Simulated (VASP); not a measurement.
Set up this calculation in VASP 6.6.1, as the native input.

| Item | Value |
| --- | --- |
| Task | single point |
| Functional | PBE |
| Potentials or basis | VASP PAW PBE potentials, release 64 (Mo_sv, Se) |
| Cutoff | 520 eV |
| k mesh | 12 × 12 × 12 |
| Occupations | gaussian, width 0.1 eV |
| Spin | collinear spin |
| Starting moments | [1.68, 0.0] μB |
| Fixed moment | 2.25 μB |
| Dipole correction | no |
| Further INCAR settings | ALGO = Normal; EDIFF = 1e-07; NBANDS = 21 |

The structure of MoSe lies in POSCAR:

```
MoSe
1.0
    0.0000000000      2.8392909712      2.8392909712
    2.8392909712      0.0000000000      2.8392909712
    2.8392909712      2.8392909712      0.0000000000
Mo Se
1 1
Direct
    0.0000000000      0.0000000000      0.0000000000
    0.2500000000      0.2500000000      0.2500000000
```

These files were run (other wordings do the same):

INCAR

```
SYSTEM = MoSe
ALGO = Normal ; EDIFF = 1E-7
ENCUT = 520 ; GGA = PE
ISIF = 2 ; ISMEAR = 0
ISPIN = 2 ; LASPH = .TRUE.
LCHARG = .FALSE. ; LMAXMIX = 4
LORBIT = 11 ; LREAL = .FALSE.
LWAVE = .FALSE. ; MAGMOM = 1.68 0
NBANDS = 21 ; NELM = 150
NUPDOWN = 2.25 ; PREC = Accurate
SIGMA = 0.1
```

KPOINTS

```
k-points
0
G
  12 12 12
  0 0 0
```

Potentials or basis: VASP PAW PBE potentials, release 64 (Mo_sv, Se).

Command:

```sh
$ cat potpaw_PBE.64/Mo_sv/POTCAR potpaw_PBE.64/Se/POTCAR > POTCAR
$ mpirun -np 1 vasp_std > vasp.out
```

It gave:

```
Pressure                                              : 5.1 GPa
Net moment                                            : 2.25 μB per cell
Site moments                                          : Mo +1.92; Se -0.01 μB
Valence electrons inside the program's atomic spheres : Mo 12.42; Se 3.98
```

Caveat: the cell stands under pressure; the total moment is fixed, so each spin has its own Fermi level.

It took 67 s on 1 thread of Intel(R) Xeon(R) 6975P-C (Granite Rapids) (shared host), peak memory 0.26 GiB.
